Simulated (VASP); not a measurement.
# NaI (Fm-3m) in VASP: a series of runs

Runs on NaI. Level: PBE. Tasks: electric field gradients.

Everything below comes from runs of VASP 6.6.1. Logs are shortened: lines on timing, memory, paths and dates and some standing lists are left out, and cuts for length are marked.

### Step 1. The cell of the first run

Symmetry: Fm-3m, No. 225, cubic system. Conventional cell: a = 6.600 Å, b = 6.600 Å, c = 6.600 Å, α = 90.00°, β = 90.00°, γ = 90.00°. Na (site symmetry m-3m) has 6 I at 3.30 Å within 4.3 Å. I (site symmetry m-3m) has 6 Na at 3.30 Å within 4.3 Å.

### Step 2. Electric field gradients, PBE (35.93 Å³/atom)

INCAR

```
PREC = Accurate
ENCUT = 520
EDIFF = 1E-8
ISMEAR = -1
SIGMA = 0.01
LREAL = False
LASPH = True
NELM = 60
ALGO = Normal
ISIF = 2
LWAVE = False
LCHARG = False
GGA = PE
LEFG = True
NBANDS = 14
```

KPOINTS

```
regular mesh
0
Gamma
  7 7 7
```

POSCAR

```
NaI
1.0
    0.0000000000      3.2998749385      3.2998749385
    3.2998749385      0.0000000000      3.2998749385
    3.2998749385      3.2998749385      0.0000000000
Na I
1 1
Direct
    0.0000000000      0.0000000000      0.0000000000
    0.5000000000      0.5000000000      0.5000000000
```

Potentials or basis: VASP PAW PBE potentials, release 64 (Na_pv, I).

Run with:

```sh
$ cat potpaw_PBE.64/Na_pv/POTCAR potpaw_PBE.64/I/POTCAR > POTCAR
$ mpirun -np 1 vasp_std > vasp.out
```

OUTCAR:

```text
PREC = Accurate
   ENCUT = 520
   EDIFF = 1E-8
   ISMEAR = -1
   LREAL = False
   LASPH = True
   NELM = 60
   ISIF = 2
   GGA = PE

 ion  position               nearest neighbor table
   1  0.000  0.000  0.000-
   2  0.500  0.500  0.500-

  LATTYP: Found a face centered cubic cell.
 ALAT       =     6.5997498770

  Lattice vectors:

 A1 = (   0.0000000000,   3.2998749385,   3.2998749385)
 A2 = (   3.2998749385,   0.0000000000,   3.2998749385)
 A3 = (   3.2998749385,   3.2998749385,   0.0000000000)

Analysis of symmetry for initial positions (statically):
=====================================================================
 Subroutine PRICEL returns:
 Original cell was already a primitive cell.

 Routine SETGRP: Setting up the symmetry group for a
 face centered cubic supercell.

 Subroutine GETGRP returns: Found 48 space group operations
 (whereof 48 operations were pure point group operations)
 out of a pool of 48 trial point group operations.

The static configuration has the point symmetry O_h .

Analysis of symmetry for dynamics (positions and initial velocities):
=====================================================================
 Subroutine PRICEL returns:
 Original cell was already a primitive cell.

 Routine SETGRP: Setting up the symmetry group for a
 face centered cubic supercell.

 Subroutine GETGRP returns: Found 48 space group operations
 (whereof 48 operations were pure point group operations)
 out of a pool of 48 trial point group operations.

The dynamic configuration has the point symmetry O_h .

 Subroutine INISYM returns: Found 48 space group operations
 (whereof 48 operations are pure point group operations),
 and found     1 'primitive' translations

----------------------------------------------------------------------------------------

                                     Primitive cell

  volume of cell :      71.8658

  direct lattice vectors                    reciprocal lattice vectors
     0.000000000  3.299874938  3.299874938    -0.151520894  0.151520894  0.151520894
     3.299874938  0.000000000  3.299874938     0.151520894 -0.151520894  0.151520894
     3.299874938  3.299874938  0.000000000     0.151520894  0.151520894 -0.151520894

  length of vectors
     4.666727892  4.666727892  4.666727892     0.262441886  0.262441886  0.262441886

  position of ions in fractional coordinates (direct lattice)
     0.000000000  0.000000000  0.000000000
     0.500000000  0.500000000  0.500000000

  ion indices of the primitive-cell ions
   primitive index   ion index
                 1           1
                 2           2

----------------------------------------------------------------------------------------

 KPOINTS: regular mesh

Automatic generation of k-mesh.
 Grid dimensions read from file:
 generate k-points for:    7    7    7

 Generating k-lattice:

  Cartesian coordinates                     Fractional coordinates (reciprocal lattice)
    -0.021645842  0.021645842  0.021645842     0.142857143  0.000000000  0.000000000
     0.021645842 -0.021645842  0.021645842     0.000000000  0.142857143  0.000000000
     0.021645842  0.021645842 -0.021645842     0.000000000  0.000000000  0.142857143

  Length of vectors
     0.037491698  0.037491698  0.037491698

  Shift w.r.t. Gamma in fractional coordinates (k-lattice)
     0.000000000  0.000000000  0.000000000

 Subroutine IBZKPT returns following result:
 ===========================================

 Found     20 irreducible k-points:

 Following reciprocal coordinates:
            Coordinates               Weight
  0.000000  0.000000  0.000000      1.000000
  0.142857  0.000000  0.000000      8.000000
  0.285714  0.000000  0.000000      8.000000
  0.428571  0.000000  0.000000      8.000000
  0.142857  0.142857  0.000000      6.000000
  0.285714  0.142857  0.000000     24.000000
[... 12 lines left out ...]
 -0.428571  0.428571  0.142857     24.000000
 -0.285714  0.428571  0.142857     24.000000
   k-points           NKPTS =     20   k-points in BZ     NKDIM =     20   number of bands    NBANDS=     14
   number of dos      NEDOS =    301   number of ions     NIONS =      2
   total plane-waves  NPLWV =  46656
   dimension x,y,z NGX =    36 NGY =   36 NGZ =   36
   dimension x,y,z NGXF=    72 NGYF=   72 NGZF=   72
   ions per type =               1   1
   NGX,Y,Z   is equivalent  to a cutoff of  12.82, 12.82, 12.82 a.u.
   NGXF,Y,Z  is equivalent  to a cutoff of  25.65, 25.65, 25.65 a.u.
 SYSTEM =  unknown system
   PREC   = accura    normal or accurate (medium, high low for compatibility)
   ISTART =      0    job   : 0-new  1-cont  2-samecut
   ICHARG =      2    charge: 1-file 2-atom 10-const
   ISPIN  =      1    spin polarized calculation?
   LNONCOLLINEAR =      F non collinear calculations
   LSORBIT =      F    spin-orbit coupling
   LASPH  =      T    aspherical Exc in radial PAW
   ENCUT  =  520.0 eV  38.22 Ry    6.18 a.u.   8.68  8.68  8.68*2*pi/ulx,y,z
   NELM   =     60;   NELMIN=  2; NELMDL= -5     # of ELM steps
   EDIFF  = 0.1E-07   stopping-criterion for ELM
   LREAL  =      F    real-space projection
   EDIFFG = 0.1E-06   stopping-criterion for IOM
   NSW    =      0    number of steps for IOM
   IBRION =     -1    ionic relax: 0-MD 1-quasi-New 2-CG
   NFREE  =      0    steps in history (QN), initial steepest desc. (CG)
   ISIF   =      2    stress and relaxation
   ISYM   =      2    0-nonsym 1-usesym 2-fastsym
   POTIM  = 0.5000    time-step for ionic-motion
   TEBEG  =    0.0;   TEEND  =   0.0 temperature during run
   PSTRESS=    0.0 pullay stress
   NELECT =      14.0000    total number of electrons
   NUPDOWN=      -1.0000    fix difference up-down
   EMIN   =  10.00;   EMAX   =-10.00  energy-range for DOS
   EFERMI =   0.00;   METHOD = LEGACY
   ISMEAR =    -1;   SIGMA  =   0.01  broadening in eV -4-tet -1-fermi 0-gaus
   EFERMI_NEDOS =   21; number of points for ismear=-14 and -15
   IALGO  =     38    algorithm
   IMIX   =      4    mixing-type and parameters
     AMIX     =   0.40;   BMIX     =  1.00
     AMIX_MAG =   1.60;   BMIX_MAG =  1.00
  volume/ion in A,a.u.               =      35.93       242.49
  Fermi-wavevector in a.u.,A,eV,Ry     =   0.949023  1.793393 12.254012  0.900644
  Thomas-Fermi vector in A             =   2.077267
   LORBIT       =      0    0 simple, 1 ext, 2 COOP (PROOUT), +10 PAW based schemes
   GGA     = PE    functional components
   LHFCALC =     F    Hartree Fock is set to
   AEXX    =    0.0000 exact exchange contribution
   IVDW    =     0    specifies the selected vdW correction
   LEPSILON=     F    determine dielectric tensor
   LRPA    =     F    only Hartree local field effects (RPA)
 non-spin polarized calculation
  energy-cutoff  :      520.00
  volume of cell :       71.87
 maximum number of plane-waves:      1948
   NGX = 17   NGY = 17   NGZ = 17

 number of electron      14.0000004 magnetization

 Free energy of the ion-electron system (eV)
  ---------------------------------------------------
  ext. energy  EPLUGINS =         0.00000000
  ---------------------------------------------------
  free energy    TOTEN  =        -5.38447544 eV

  energy without entropy =       -5.38447544  energy(sigma->0) =       -5.38447544

 E-fermi :   0.7114     XC(G=0):  -7.4724

 val. band max:        0.4174402847   @ k =   0.0000   0.0000   0.0000
 cond. band min:       3.9108636914   @ k =   0.0000   0.0000   0.0000
 fundamental gap:      3.4934234067
 Fermi energy:         0.7114435921

 k-point     1 :       0.0000    0.0000    0.0000
  band No.  band energies     occupation
      1     -22.0987      2.00000
      2     -22.0987      2.00000
      3     -22.0987      2.00000
      4     -10.4594      2.00000
      5       0.4174      2.00000
      6       0.4174      2.00000
      7       0.4174      2.00000
      8       3.9109      0.00000
      9       8.3410      0.00000
     10       8.3410      0.00000
     11       8.3410      0.00000
     12      10.0662      0.00000
     13      10.0662      0.00000
     14      10.8048      0.00000

 k-point     2 :       0.1429    0.0000    0.0000
  band No.  band energies     occupation
      1     -22.0995      2.00000
      2     -22.0988      2.00000
      3     -22.0988      2.00000
      4     -10.4127      2.00000
      5      -0.1035      2.00000
      6       0.3676      2.00000
      7       0.3676      2.00000
      8       4.5234      0.00000
      9       7.9089      0.00000
     10       8.4963      0.00000
     11       8.4963      0.00000
     12       9.5856      0.00000
     13       9.5856      0.00000
     14      11.1173      0.00000

 k-point     3 :       0.2857    0.0000    0.0000
  band No.  band energies     occupation
      1     -22.1011      2.00000
      2     -22.0989      2.00000
      3     -22.0989      2.00000
      4     -10.3035      2.00000
      5      -0.9538      2.00000
      6       0.2613      2.00000
      7       0.2613      2.00000
      8       5.3351      0.00000
      9       7.9059      0.00000
     10       8.2101      0.00000
     11       8.2101      0.00000
     12      10.1265      0.00000
     13      10.1265      0.00000
     14      10.5055      0.00000
[... 256 lines left out ...]
 k-point    19 :      -0.4286    0.4286    0.1429
  band No.  band energies     occupation
      1     -22.1014      2.00000
      2     -22.1002      2.00000
      3     -22.0999      2.00000
      4     -10.1407      2.00000
      5      -1.1447      2.00000
      6      -0.4666      2.00000
      7      -0.2861      2.00000
      8       5.5929      0.00000
      9       6.7658      0.00000
     10       8.4069      0.00000
     11       9.6172      0.00000
     12      11.2375      0.00000
     13      12.2367      0.00000
     14      13.1763      0.00000

 k-point    20 :      -0.2857    0.4286    0.1429
  band No.  band energies     occupation
      1     -22.1009      2.00000
      2     -22.1009      2.00000
      3     -22.0998      2.00000
      4     -10.1310      2.00000
      5      -0.9196      2.00000
      6      -0.8667      2.00000
      7      -0.2577      2.00000
      8       6.0288      0.00000
      9       7.3448      0.00000
     10       8.2299      0.00000
     11       8.5745      0.00000
     12      11.0939      0.00000
     13      11.7674      0.00000
     14      13.6268      0.00000

------------------------ aborting loop because EDIFF is reached ----------------------------------------

  FORCE on cell =-STRESS in cart. coord.  units (eV):
  Direction    XX          YY          ZZ          XY          YZ          ZX
  --------------------------------------------------------------------------------------
  -------------------------------------------------------------------------------------
  Total       -0.1991077     -0.1991077     -0.1991077      0.0000000      0.0000000      0.0000000
  in kB       -4.4389076     -4.4389076     -4.4389076      0.0000000      0.0000000      0.0000000
  external PRESSURE =      -4.4389076 kB  Pullay stress =       0.0000000 kB

 VOLUME and BASIS-vectors are now :
 -----------------------------------------------------------------------------
  energy-cutoff  :      520.00
  volume of cell :       71.87
      direct lattice vectors                 reciprocal lattice vectors
     0.000000000  3.299874938  3.299874938    -0.151520894  0.151520894  0.151520894
     3.299874938  0.000000000  3.299874938     0.151520894 -0.151520894  0.151520894
     3.299874938  3.299874938  0.000000000     0.151520894  0.151520894 -0.151520894

 POSITION                                       TOTAL-FORCE (eV/Angst)
 -----------------------------------------------------------------------------------
      0.00000      0.00000      0.00000         0.000000     -0.000000     -0.000000
      3.29987      3.29987      3.29987         0.000000      0.000000      0.000000
 -----------------------------------------------------------------------------------
    total drift:                                0.000000      0.000000      0.000000

  FREE ENERGIE OF THE ION-ELECTRON SYSTEM (eV)
  ---------------------------------------------------
  free  energy   TOTEN  =        -5.3844754379 eV

  energy  without entropy=       -5.3844754379  energy(sigma->0) =       -5.38447544

 Electric field gradients (V/A^2)
---------------------------------------------------------------------
 ion       V_xx      V_yy      V_zz      V_xy      V_xz      V_yz
---------------------------------------------------------------------
   1       0.000    -0.000     0.000     0.002     0.002     0.002
   2      -0.000    -0.000    -0.000    -0.000    -0.000    -0.000
---------------------------------------------------------------------

 Electric field gradients after diagonalization (V/A^2)
 (convention: |V_zz| > |V_xx| > |V_yy|)
----------------------------------------------------------------------
 ion       V_xx      V_yy      V_zz     asymmetry (V_yy - V_xx)/ V_zz
----------------------------------------------------------------------
   1      -0.002    -0.002     0.003       0.000
   2       0.000     0.000    -0.000       0.000
----------------------------------------------------------------------

           NMR quadrupolar parameters

 Cq : quadrupolar parameter    Cq=e*Q*V_zz/h
 eta: asymmetry parameters     (V_yy - V_xx)/ V_zz
 Q  : nuclear electric quadrupole moment in mb (millibarn)
----------------------------------------------------------------------
 ion       Cq(MHz)       eta       Q (mb)
----------------------------------------------------------------------
   1       0.000       0.000       1.000
   2      -0.000       0.000       1.000
----------------------------------------------------------------------
```

It took 29 s on 1 thread of Intel Xeon 8259CL, shared host; peak memory 0.21 GiB.

What came out:

| Item | Value |
| --- | --- |
| Free energy | -5.3845 eV |
| Pressure | -0.4 GPa |
| Band gap on the k mesh | 3.49 eV |
| Largest electric field gradient by atom | zero within the noise of the run |

Caveat: spin-orbit coupling is left out, which moves the levels of the heavy elements.

### Step 3. Electric field gradients, PBE (35.93 Å³/atom)

INCAR

```
SYSTEM = NaI
PREC = Accurate
ENCUT = 520
EDIFF = 1E-8
ISMEAR = -1
SIGMA = 0.01
LREAL = .False.
LASPH = .True.
NELM = 100
ALGO = Normal
ISIF = 2
LWAVE = .False.
LCHARG = .False.
GGA = PE
LEFG = .True.
NBANDS = 14
```

KPOINTS

```
regular mesh
0
Gamma
  7 7 7
  0 0 0
```

POSCAR is that of step 2.

Potentials or basis: VASP PAW PBE potentials, release 64 (Na_pv, I).

Run with:

```sh
$ cat potpaw_PBE.64/Na_pv/POTCAR potpaw_PBE.64/I/POTCAR > POTCAR
$ mpirun -np 1 vasp_std > vasp.out
```

OUTCAR:

```text
SYSTEM = NaI
   PREC = Accurate
   ENCUT = 520
   EDIFF = 1E-8
   ISMEAR = -1
   LREAL = .False.
   LASPH = .True.
   NELM = 100
   ISIF = 2
   GGA = PE

 ion  position               nearest neighbor table
   1  0.000  0.000  0.000-
   2  0.500  0.500  0.500-

  LATTYP: Found a face centered cubic cell.
 ALAT       =     6.5997498770

  Lattice vectors:

 A1 = (   0.0000000000,   3.2998749385,   3.2998749385)
 A2 = (   3.2998749385,   0.0000000000,   3.2998749385)
 A3 = (   3.2998749385,   3.2998749385,   0.0000000000)

[... 541 lines left out ...]
  FREE ENERGIE OF THE ION-ELECTRON SYSTEM (eV)
  ---------------------------------------------------
  free  energy   TOTEN  =        -5.3844754379 eV

  energy  without entropy=       -5.3844754379  energy(sigma->0) =       -5.38447544

 Electric field gradients (V/A^2)
---------------------------------------------------------------------
 ion       V_xx      V_yy      V_zz      V_xy      V_xz      V_yz
---------------------------------------------------------------------
   1       0.000    -0.000     0.000     0.002     0.002     0.002
   2      -0.000    -0.000    -0.000    -0.000    -0.000    -0.000
---------------------------------------------------------------------

 Electric field gradients after diagonalization (V/A^2)
 (convention: |V_zz| > |V_xx| > |V_yy|)
----------------------------------------------------------------------
 ion       V_xx      V_yy      V_zz     asymmetry (V_yy - V_xx)/ V_zz
----------------------------------------------------------------------
   1      -0.002    -0.002     0.003       0.000
   2       0.000     0.000    -0.000       0.000
----------------------------------------------------------------------

           NMR quadrupolar parameters

 Cq : quadrupolar parameter    Cq=e*Q*V_zz/h
 eta: asymmetry parameters     (V_yy - V_xx)/ V_zz
 Q  : nuclear electric quadrupole moment in mb (millibarn)
----------------------------------------------------------------------
 ion       Cq(MHz)       eta       Q (mb)
----------------------------------------------------------------------
   1       0.000       0.000       1.000
   2      -0.000       0.000       1.000
----------------------------------------------------------------------
```

It took 37 s on 1 thread of Intel Xeon 8259CL, shared host; peak memory 0.21 GiB.

What came out:

```yaml
Free_energy: -5.3845 eV
Pressure: -0.4 GPa
Band_gap_on_the_k_mesh: 3.49 eV
Largest_electric_field_gradient_by_atom: zero within the noise of the run
```

Caveat: spin-orbit coupling is left out, which moves the levels of the heavy elements.
